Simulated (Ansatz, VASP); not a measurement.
## B in VASP and in Ansatz

```xyz
1
Lattice="0.0000 1.4175 1.4175 1.4175 0.0000 1.4175 1.4175 1.4175 0.0000" Properties=species:S:1:pos:R:3 pbc="T T T"
B     0.0000    0.0000    0.0000
```

Alike in both runs: task single point; functional LDA; k mesh 19 × 19 × 19; occupations fermi-dirac, width 0.1 eV; non-collinear spin, spin-orbit coupling.

```csv
,VASP,Ansatz
version,VASP 6.6.1,Ansatz 0.2.0
potentials or method,"VASP PAW LDA potentials, release 64 (B), cutoff 520 eV","plane waves (420 eV) with PAW, fully relativistic with spin-orbit coupling"
valence electrons in the cell,3,3
```

|  | VASP | Ansatz | Ansatz less VASP |
| --- | --- | --- | --- |
| net moment per atom (μB) | 0.00 | 0.00 | 0.000 |

Ansatz warns that its potentials were made for another functional, while VASP's fit it. LDA's correlation is that of Perdew and Zunger in VASP and of Perdew and Wang (1992) in Ansatz.
